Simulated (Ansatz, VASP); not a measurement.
Two plane-wave programs on NaH

File INCAR:

```
ALGO = Normal
EDIFF = 1E-6
ENCUT = 500
GGA = PE
GGA_COMPAT = F
ISIF = 2
ISMEAR = 0
LASPH = T
LCHARG = F
LREAL = F
LWAVE = F
NBANDS = 11
NELM = 120
PREC = Accurate
SIGMA = 0.02
```

Contents of KPOINTS:

```
k-points
0
Gamma
  8 8 8
```

The input POSCAR:

```
NaH
1.0
    0.0000000000      2.4151018777      2.4151018777
    2.4151018777      0.0000000000      2.4151018777
    2.4151018777      2.4151018777      0.0000000000
Na H
1 1
Direct
    0.0000000000      0.0000000000      0.0000000000
    0.5000000000      0.5000000000      0.5000000000
```

Input for Ansatz:

```yaml
crystal:
  lattice:
    - [0.0, 2.4151018777, 2.4151018777]
    - [2.4151018777, 0.0, 2.4151018777]
    - [2.4151018777, 2.4151018777, 0.0]
  atoms:
    - { symbol: Na, position: [0.0, 0.0, 0.0] }
    - { symbol: H, position: [0.5, 0.5, 0.5] }
basis:
  ecutwfc: 420
kpoints:
  mp_grid: { grid: [8, 8, 8] }
  band_path: { path: [VBM, CBM], npoints: 2 }
hamiltonian:
  xc: pbe
scf:
  occupations: { method: gaussian, width: 0.02 }
output:
  forces: false
  stress: false
  eigenvalues: true
checkpoint:
  read: start.run
  write: ck
  compress: false
  write_wavefunctions: false
  write_every: 100000
```

Alike in both runs: task single point; functional PBE; k mesh 8 × 8 × 8; occupations gaussian, width 0.02 eV; no spin polarisation.

|  | VASP | Ansatz |
| --- | --- | --- |
| version | VASP 6.6.1 | Ansatz 0.2.0 |
| potentials or method | VASP PAW PBE potentials, release 64 (Na_pv, H), cutoff 500 eV | scalar-relativistic, plane waves, PAW |
| valence electrons in the cell | 8 | 10 |

```tsv
	VASP	Ansatz	Ansatz less VASP
gap on the k mesh at the Fermi level (eV)	3.76	3.76	+0.002
least direct gap on the mesh (eV)	4.62	4.62	+0.005
```

With one functional, cell and mesh, what is left measures potentials, basis and numerics. VASP's potentials hold 8 valence electrons a cell and Ansatz's 10, so a difference there can come from the potentials and not from the codes.
